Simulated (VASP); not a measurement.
Set up this calculation in VASP 6.6.1, as the native input.

| Property | Result |
| --- | --- |
| Task | single point |
| Functional | PBE |
| Potentials or basis | VASP PAW PBE potentials, release 64 (Sn_d, Se) |
| Cutoff | 500 eV |
| k mesh | 3 × 3 × 3 |
| Occupations | gaussian, width 0.2 eV |
| Spin | no spin polarisation |
| Dipole correction | no |
| Further INCAR settings | ALGO = Normal; EDIFF = 1e-06; NBANDS = 35 |

The structure of Sn3Se2 lies in POSCAR:

```
Sn3Se2
1.0
    3.1582972411      1.8234437623      4.6934876609
   -3.1582972411      1.8234437623      4.6934876609
    0.0000000000     -3.6468875246      4.6934876609
Sn Se
3 2
Direct
    0.5000000000      0.5000000000      0.0000000000
    0.0000000000      0.5000000000      0.5000000000
    0.5000000000      0.0000000000      0.5000000000
    0.5000000000      0.5000000000      0.5000000000
    0.0000000000      0.0000000000      0.0000000000
```

One way to write it, as run:

INCAR

```
PREC     = Accurate       # precision mode
ENCUT    = 500            # plane-wave cutoff, eV
EDIFF    = 1E-6           # SCF threshold, eV
ISMEAR   = 0              # smearing method
SIGMA    = 0.2            # smearing width, eV
LREAL    = F              # projectors in reciprocal space
LASPH    = T              # aspherical terms in the spheres
NELM     = 120            # most SCF steps
ALGO     = Normal         # electronic algorithm
ISIF     = 2              # what is computed and relaxed
LWAVE    = F              # write WAVECAR
LCHARG   = F              # write CHGCAR
GGA      = PE             # functional
NBANDS   = 35             # bands
GGA_COMPAT= F
```

KPOINTS

```
regular mesh
0
Gamma
  3 3 3
```

Potentials or basis: VASP PAW PBE potentials, release 64 (Sn_d, Se).

Run with:

```console
$ cat potpaw_PBE.64/Sn_d/POTCAR potpaw_PBE.64/Se/POTCAR > POTCAR
$ mpirun -np 1 vasp_std > vasp.out
```

It gave:

```
Pressure               : 0.4 GPa
Band gap on the k mesh : zero (band 27 reaches 4.68 eV, above the bottom of band 28 at 4.64 eV)
```

Caveat: the k points lie up to 0.41 Å⁻¹ apart; spin-orbit coupling is left out, which moves the levels of the heavy elements.

Wall time 24 s on 1 thread of Intel(R) Xeon(R) 6975P-C (Granite Rapids), with other jobs on the host, peak memory 0.31 GiB.
